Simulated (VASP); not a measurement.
# CdS (F-43m) in VASP: notebook

CdS is run at these levels: PBE; tasks: single point.

Program: VASP 6.6.1. These are calculated values, not measurements. Logs are shortened: lines on timing, memory, paths and dates and some standing lists are left out, and cuts for length are marked.

## 1. The cell of the first run

The structure is cubic, space group F-43m (No. 216). Conventional cell: a = 5.833 Å, b = 5.833 Å, c = 5.833 Å, α = 90.00°, β = 90.00°, γ = 90.00°. Cd (site symmetry -43m) has 4 S at 2.53 Å within 3.3 Å. S (site symmetry -43m) has 4 Cd at 2.53 Å within 3.3 Å.

## 2. Single point, PBE

INCAR

```
SYSTEM = CdS
PREC = Accurate ; ENCUT = 520
EDIFF = 1E-7 ; ISMEAR = 0
SIGMA = 0.05 ; LREAL = .False.
LASPH = .True. ; NELM = 80
ALGO = Normal ; ISIF = 2
LWAVE = .False. ; LCHARG = .True.
GGA = PE ; LELF = .True.
LVHAR = .True. ; NBANDS = 16
```

KPOINTS

```
Automatic mesh
0
Gamma
  8 8 8
  0 0 0
```

POSCAR

```
CdS
1.0
    0.0000000000      2.9165000000      2.9165000000
    2.9165000000      0.0000000000      2.9165000000
    2.9165000000      2.9165000000      0.0000000000
Cd S
1 1
Direct
    0.0000000000      0.0000000000      0.0000000000
    0.2500000000      0.2500000000      0.2500000000
```

Potentials or basis: VASP PAW PBE potentials, release 64 (Cd, S).

Run with:

```
cat potpaw_PBE.64/Cd/POTCAR potpaw_PBE.64/S/POTCAR > POTCAR
mpirun -np 1 vasp_std > vasp.out
```

OUTCAR:

```text
SYSTEM = CdS
   PREC = Accurate
   ENCUT = 520
   EDIFF = 1E-7
   ISMEAR = 0
   LREAL = .False.
   LASPH = .True.
   NELM = 80
   ISIF = 2
   GGA = PE

 ion  position               nearest neighbor table
   1  0.000  0.000  0.000-   2 2.53   2 2.53   2 2.53   2 2.53
   2  0.250  0.250  0.250-   1 2.53   1 2.53   1 2.53   1 2.53

  LATTYP: Found a face centered cubic cell.
 ALAT       =     5.8330000000

  Lattice vectors:

 A1 = (   0.0000000000,   2.9165000000,   2.9165000000)
 A2 = (   2.9165000000,   0.0000000000,   2.9165000000)
 A3 = (   2.9165000000,   2.9165000000,   0.0000000000)

Analysis of symmetry for initial positions (statically):
=====================================================================
 Subroutine PRICEL returns:
 Original cell was already a primitive cell.

 Routine SETGRP: Setting up the symmetry group for a
 face centered cubic supercell.

 Subroutine GETGRP returns: Found 24 space group operations
 (whereof 24 operations were pure point group operations)
 out of a pool of 48 trial point group operations.

The static configuration has the point symmetry T_d .

Analysis of symmetry for dynamics (positions and initial velocities):
=====================================================================
 Subroutine PRICEL returns:
 Original cell was already a primitive cell.

 Routine SETGRP: Setting up the symmetry group for a
 face centered cubic supercell.

 Subroutine GETGRP returns: Found 24 space group operations
 (whereof 24 operations were pure point group operations)
 out of a pool of 48 trial point group operations.

The dynamic configuration has the point symmetry T_d .

 Subroutine INISYM returns: Found 24 space group operations
 (whereof 24 operations are pure point group operations),
 and found     1 'primitive' translations

----------------------------------------------------------------------------------------

                                     Primitive cell

  volume of cell :      49.6153

  direct lattice vectors                    reciprocal lattice vectors
     0.000000000  2.916500000  2.916500000    -0.171438368  0.171438368  0.171438368
     2.916500000  0.000000000  2.916500000     0.171438368 -0.171438368  0.171438368
     2.916500000  2.916500000  0.000000000     0.171438368  0.171438368 -0.171438368
[... 74 lines left out ...]
 SYSTEM =  CdS
   PREC   = accura    normal or accurate (medium, high low for compatibility)
   ISTART =      0    job   : 0-new  1-cont  2-samecut
   ICHARG =      2    charge: 1-file 2-atom 10-const
   ISPIN  =      1    spin polarized calculation?
   LNONCOLLINEAR =      F non collinear calculations
   LSORBIT =      F    spin-orbit coupling
   LASPH  =      T    aspherical Exc in radial PAW
   ENCUT  =  520.0 eV  38.22 Ry    6.18 a.u.   7.67  7.67  7.67*2*pi/ulx,y,z
   NELM   =     80;   NELMIN=  2; NELMDL= -5     # of ELM steps
   EDIFF  = 0.1E-06   stopping-criterion for ELM
   LREAL  =      F    real-space projection
   EDIFFG = 0.1E-05   stopping-criterion for IOM
   NSW    =      0    number of steps for IOM
   IBRION =     -1    ionic relax: 0-MD 1-quasi-New 2-CG
   NFREE  =      0    steps in history (QN), initial steepest desc. (CG)
   ISIF   =      2    stress and relaxation
   ISYM   =      2    0-nonsym 1-usesym 2-fastsym
   POTIM  = 0.5000    time-step for ionic-motion
   TEBEG  =    0.0;   TEEND  =   0.0 temperature during run
   PSTRESS=    0.0 pullay stress
   NELECT =      18.0000    total number of electrons
   NUPDOWN=      -1.0000    fix difference up-down
   EMIN   =  10.00;   EMAX   =-10.00  energy-range for DOS
   EFERMI =   0.00;   METHOD = LEGACY
   ISMEAR =     0;   SIGMA  =   0.05  broadening in eV -4-tet -1-fermi 0-gaus
   EFERMI_NEDOS =   21; number of points for ismear=-14 and -15
   IALGO  =     38    algorithm
   IMIX   =      4    mixing-type and parameters
     AMIX     =   0.40;   BMIX     =  1.00
     AMIX_MAG =   1.60;   BMIX_MAG =  1.00
  volume/ion in A,a.u.               =      24.81       167.41
  Fermi-wavevector in a.u.,A,eV,Ry     =   1.167599  2.206442 18.548649  1.363287
  Thomas-Fermi vector in A             =   2.304097
   LORBIT       =      0    0 simple, 1 ext, 2 COOP (PROOUT), +10 PAW based schemes
   GGA     = PE    functional components
   LHFCALC =     F    Hartree Fock is set to
   AEXX    =    0.0000 exact exchange contribution
   IVDW    =     0    specifies the selected vdW correction
   LEPSILON=     F    determine dielectric tensor
   LRPA    =     F    only Hartree local field effects (RPA)
 non-spin polarized calculation
 Gauss-broadening in eV      SIGMA  =   0.05
  energy-cutoff  :      520.00
  volume of cell :       49.62
 maximum number of plane-waves:      1363
   NGX = 15   NGY = 15   NGZ = 15

 number of electron      18.0000004 magnetization

 Free energy of the ion-electron system (eV)
  ---------------------------------------------------
  ext. energy  EPLUGINS =         0.00000000
  ---------------------------------------------------
  free energy    TOTEN  =        -6.12127789 eV

  energy without entropy =       -6.12127789  energy(sigma->0) =       -6.12127789

 E-fermi :   1.6023     XC(G=0):  -9.1497

 val. band max:        1.3143372770   @ k =   0.0000   0.0000   0.0000
 cond. band min:       2.4641069082   @ k =   0.0000   0.0000   0.0000
 fundamental gap:      1.1497696312
 Fermi energy:         1.6022857090

 k-point     1 :       0.0000    0.0000    0.0000
  band No.  band energies     occupation
      1     -11.0554      2.00000
      2      -6.4137      2.00000
      3      -6.4137      2.00000
      4      -6.4137      2.00000
      5      -5.9338      2.00000
      6      -5.9338      2.00000
[... 433 lines left out ...]
      3      -6.2116      2.00000
      4      -5.9596      2.00000
      5      -5.9070      2.00000
      6      -5.4397      2.00000
[... 8 lines left out ...]
     15      13.6170      0.00000
     16      14.4857      0.00000

 [... further k-points ...]
[... 5 lines left out ...]
  --------------------------------------------------------------------------------------
  -------------------------------------------------------------------------------------
  Total        0.9935931      0.9935931      0.9935931      0.0000000      0.0000000      0.0000000
  in kB       32.0850860     32.0850860     32.0850860      0.0000000      0.0000000      0.0000000
  external PRESSURE =      32.0850860 kB  Pullay stress =       0.0000000 kB

 VOLUME and BASIS-vectors are now :
 -----------------------------------------------------------------------------
  energy-cutoff  :      520.00
  volume of cell :       49.62
      direct lattice vectors                 reciprocal lattice vectors
     0.000000000  2.916500000  2.916500000    -0.171438368  0.171438368  0.171438368
     2.916500000  0.000000000  2.916500000     0.171438368 -0.171438368  0.171438368
     2.916500000  2.916500000  0.000000000     0.171438368  0.171438368 -0.171438368

 POSITION                                       TOTAL-FORCE (eV/Angst)
 -----------------------------------------------------------------------------------
      0.00000      0.00000      0.00000         0.000000      0.000000      0.000000
      1.45825      1.45825      1.45825        -0.000000     -0.000000     -0.000000
 -----------------------------------------------------------------------------------
    total drift:                               -0.000000     -0.000000     -0.000000

  FREE ENERGIE OF THE ION-ELECTRON SYSTEM (eV)
  ---------------------------------------------------
  free  energy   TOTEN  =        -6.1212778901 eV

  energy  without entropy=       -6.1212778901  energy(sigma->0) =       -6.12127789
```

OSZICAR:

```text
N       E                     dE             d eps       ncg     rms          rms(c)
DAV:   1     0.108513245644E+03    0.10851E+03   -0.91305E+03   968   0.103E+03
DAV:   2    -0.244311808765E+01   -0.11096E+03   -0.10472E+03  1120   0.252E+02
DAV:   3    -0.663956034285E+01   -0.41964E+01   -0.41891E+01  1192   0.511E+01
DAV:   4    -0.666513006350E+01   -0.25570E-01   -0.25568E-01  1120   0.396E+00
DAV:   5    -0.666547021451E+01   -0.34015E-03   -0.34015E-03  1200   0.431E-01    0.812E+00
DAV:   6    -0.614024313829E+01    0.52523E+00   -0.83479E-01  1408   0.116E+01    0.651E+00
DAV:   7    -0.612087032109E+01    0.19373E-01   -0.19826E-01  1120   0.304E+00    0.316E+00
DAV:   8    -0.612116872301E+01   -0.29840E-03   -0.18352E-02  1088   0.172E+00    0.308E-01
DAV:   9    -0.612108355330E+01    0.85170E-04   -0.21565E-03  1056   0.691E-01    0.581E-02
DAV:  10    -0.612120285036E+01   -0.11930E-03   -0.24744E-04  1136   0.163E-01    0.663E-02
DAV:  11    -0.612128493192E+01   -0.82082E-04   -0.12691E-04  1056   0.916E-02    0.207E-02
DAV:  12    -0.612127692208E+01    0.80098E-05   -0.26216E-05  1288   0.669E-02    0.102E-02
DAV:  13    -0.612127822923E+01   -0.13071E-05   -0.46125E-06  1032   0.130E-02    0.133E-02
DAV:  14    -0.612127790285E+01    0.32638E-06   -0.37573E-07  1232   0.344E-03    0.507E-03
DAV:  15    -0.612127789012E+01    0.12734E-07   -0.25412E-08   736   0.106E-03
   1 F= -.61212779E+01 E0= -.61212779E+01  d E =-.652453E-18
```

It took 13 s on 1 thread of Intel Xeon Platinum 8488C (Sapphire Rapids), shared host; peak memory 0.18 GiB.

What came out:

| Property | Result |
| --- | --- |
| Free energy | -6.1213 eV |
| Pressure | 3.2 GPa |
| Band gap on the k mesh | 1.15 eV, direct |

(Part 1 of 2 ends here.)
